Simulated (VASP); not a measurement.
Al2Au, 3 atoms in the cell. Symmetry: Fm-3m, No. 225, cubic system. Conventional cell: a = 5.996 Å, b = 5.996 Å, c = 5.996 Å, α = 90.00°, β = 90.00°, γ = 90.00°. Within 3.4 Å of Al (site symmetry -43m) lie 4 Au at 2.60 Å and 6 Al at 3.00 Å. Au (site symmetry m-3m) has 8 Al at 2.60 Å within 3.4 Å. 

```yaml
Program: VASP 6.6.1
Task: single point
Functional: r2SCAN
Dispersion: rVV10
Potentials_or_basis: VASP PAW PBE potentials, release 64 (Al, Au)
Cutoff: 520 eV
k_mesh: 12 × 12 × 12
Occupations: gaussian, width 0.1 eV
Spin: no spin polarisation
Dipole_correction: no
Further_INCAR_settings: ALGO = Normal; EDIFF = 1e-06; NBANDS = 16
```

Potentials or basis: VASP PAW PBE potentials, release 64 (Al, Au).

Run with:

```sh
$ cat potpaw_PBE.64/Al/POTCAR potpaw_PBE.64/Au/POTCAR > POTCAR
$ cp INCAR.step1 INCAR
$ mpirun -np 1 vasp_std > vasp.out
$ cp INCAR.step2 INCAR
$ mpirun -np 1 vasp_std > vasp.out
```

Hardware: 1 thread of Intel(R) Xeon(R) 6975P-C (Granite Rapids) (shared host).

Problem. How long does it take, and how much memory?

Solution. It took 100 s on 1 thread of Intel(R) Xeon(R) 6975P-C (Granite Rapids) (shared host), peak memory 0.35 GiB. Counts: k points 72.
